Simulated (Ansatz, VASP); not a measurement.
## One calculation of LiH, two programs

Contents of INCAR:

```
SYSTEM = LiH
PREC = Accurate ; ENCUT = 520
EDIFF = 1E-6 ; ISMEAR = 0
SIGMA = 0.1 ; LREAL = .FALSE.
LASPH = .TRUE. ; NELM = 100
ALGO = Normal ; ISIF = 2
LWAVE = .FALSE. ; LCHARG = .FALSE.
GGA = B5 ; ALDAX = 1.0
AGGAX = 1.0 ; AGGAC = 1.0
ALDAC = 0.0 ; NBANDS = 9
```

The input KPOINTS:

```
regular mesh
0
G
  10 10 10
  0 0 0
```

POSCAR

```
LiH
1.0
    0.0000000000      2.0086193919      2.0086193919
    2.0086193919      0.0000000000      2.0086193919
    2.0086193919      2.0086193919      0.0000000000
Li H
1 1
Direct
    0.0000000000      0.0000000000      0.0000000000
    0.5000000000      0.5000000000      0.5000000000
```

Input for Ansatz:

```yaml
crystal:
  lattice:
    - [0.0, 2.0086193919, 2.0086193919]
    - [2.0086193919, 0.0, 2.0086193919]
    - [2.0086193919, 2.0086193919, 0.0]
  atoms:
    - { symbol: Li, position: [0.0, 0.0, 0.0] }
    - { symbol: H, position: [0.5, 0.5, 0.5] }
basis:
  ecutwfc: 420
kpoints:
  mp_grid: { grid: [10, 10, 10] }
hamiltonian:
  xc: blyp
scf:
  occupations: { method: gaussian, width: 0.1 }
  lower_state_search: "off"
  mixing: { q_tf: 0.71 }
  initial_density: { chi_scale: 0, normalization: atom }
  max_iter: 79
output:
  forces: true
  stress: true
  eigenvalues: true
```

Alike in both runs: task single point; functional BLYP; k mesh 10 × 10 × 10; occupations gaussian, width 0.1 eV; no spin polarisation.

|  | VASP | Ansatz |
| --- | --- | --- |
| version | VASP 6.6.1 | Ansatz 0.2.0 |
| potentials or method | VASP PAW PBE potentials, release 64 (Li_sv, H), cutoff 520 eV | scalar-relativistic, plane waves, PAW |
| valence electrons in the cell | 4 | 4 |

|  | VASP | Ansatz | Ansatz less VASP |
| --- | --- | --- | --- |
| gap on the k mesh at the Fermi level (eV) | 3.43 | 3.43 | +0.006 |
| least direct gap on the mesh (eV) | 3.43 | 3.43 | +0.006 |

VASP's potentials were made for PBE, not for BLYP.

Noted on VASP's run: the cutoff is short for stress, so the pressure is rough.
